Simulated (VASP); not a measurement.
Input of a VASP 6.6.1 run:

INCAR

```
PREC = Accurate
ENCUT = 520
EDIFF = 1E-6
ISMEAR = 0
SIGMA = 0.02
LREAL = Auto
LASPH = T
NELM = 150
ALGO = Normal
ISIF = 2
LWAVE = F
LCHARG = F
ISPIN = 2
MAGMOM = 0 0 0 0 0 0 0 0 0 0 0 0 0 0 0 0 1
LORBIT = 11
GGA = PE
NBANDS = 82
```

The input KPOINTS:

```
regular mesh
0
Gamma
  2 2 2
```

The input POSCAR:

```
Ba8HO8
1.0
    5.5739975432      0.0000000000     -5.5739975432
    0.0000000000      5.5739975432     -5.5739975432
    5.5739975432      5.5739975432      0.0000000000
Ba O H
8 8 1
Direct
    0.5005454307      0.0009415432     -0.0004499959
    0.4967414717      0.0018219139      0.5010193199
    0.5005260558      0.5003091540     -0.0004683885
    0.5005339643      0.5003165750      0.5001980095
    1.0021295739      0.0019041658     -0.0045383667
    1.0021601501      0.0019345340      0.5011357026
    1.0011452162      0.5003323562     -0.0004452743
    1.0020743060      0.4964337123      0.5010468015
    0.2511361139      0.2509380101      0.7501795080
    0.2511520017      0.2509535922      0.2482905123
    0.2511828124      0.7489624863      0.7502228190
    0.2599104579      0.7473858328      0.2466420984
    0.7491203354      0.2509980138      0.7502364209
    0.7475605168      0.2597626476      0.2466280883
    0.7475290715      0.7473400228      0.7591069575
    0.7475143665      0.7473261444      0.2465892931
    0.8760299466      0.8756533179      0.3745423616
```

Potentials or basis: VASP PAW PBE potentials, release 64 (Ba_sv, O, H).

Command:

```sh
$ cat potpaw_PBE.64/Ba_sv/POTCAR potpaw_PBE.64/O/POTCAR potpaw_PBE.64/H/POTCAR > POTCAR
$ mpirun -np 1 vasp_std > vasp.out
```

(1) Predict the net moment.

(2) Estimate the site moments.

(3) Estimate the largest force.

(4) Estimate the pressure.

Results:

(1) 1.00 μB per cell.

(2) Ba +0.00, +0.01 (each value once); O +0.01, +0.11 (each value once); H +0.19 μB.

(3) 0.022 eV/Å.

(4) 2.5 GPa.

Caveat: the k points lie up to 0.49 Å⁻¹ apart; the cell differs from its parent crystal (with an interstitial atom, then relaxed in part).
